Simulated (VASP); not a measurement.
Here is a VASP 6.6.1 calculation.

Contents of INCAR:

```
SYSTEM = SbMo
ALGO = Normal ; EDIFF = 1E-6
ENCUT = 520 ; GGA = PE
ISIF = 2 ; ISMEAR = 0
LASPH = .TRUE. ; LCHARG = .FALSE.
LREAL = .FALSE. ; LWAVE = .FALSE.
NBANDS = 27 ; NELM = 60
PREC = Accurate ; SIGMA = 0.05
```

The input KPOINTS:

```
k-points
0
G
  10 10 6
  0 0 0
```

POSCAR

```
SbMo
1.0
    4.4864595854      0.0000000000      0.0000000000
   -2.2432297927      3.8853879740      0.0000000000
    0.0000000000      0.0000000000      5.3039019742
Mo Sb
2 2
Direct
    0.0000000000      0.0000000000      0.0000000000
    0.0000000000      0.0000000000      0.5000000000
    0.3333333333      0.6666666667      0.2500000000
    0.6666666667      0.3333333333      0.7500000000
```

Potentials or basis: VASP PAW PBE potentials, release 64 (Mo_sv, Sb).

The run is started by

```console
$ cat potpaw_PBE.64/Mo_sv/POTCAR potpaw_PBE.64/Sb/POTCAR > POTCAR
$ mpirun -np 1 vasp_std > vasp.out
```

**Question.** Estimate the pressure.

**Answer.** -7.4 GPa.

**Question.** What does it give for the band gap on the k mesh?

**Answer.** Zero (band 19 reaches 9.10 eV, above the bottom of band 20 at 7.79 eV).

Stress tensor (GPa, compression positive):
```
-7.41  0.00  0.00
 0.00 -7.41  0.00
 0.00  0.00 -7.30
```

Caveat: spin-orbit coupling is left out, which moves the levels of the heavy elements.
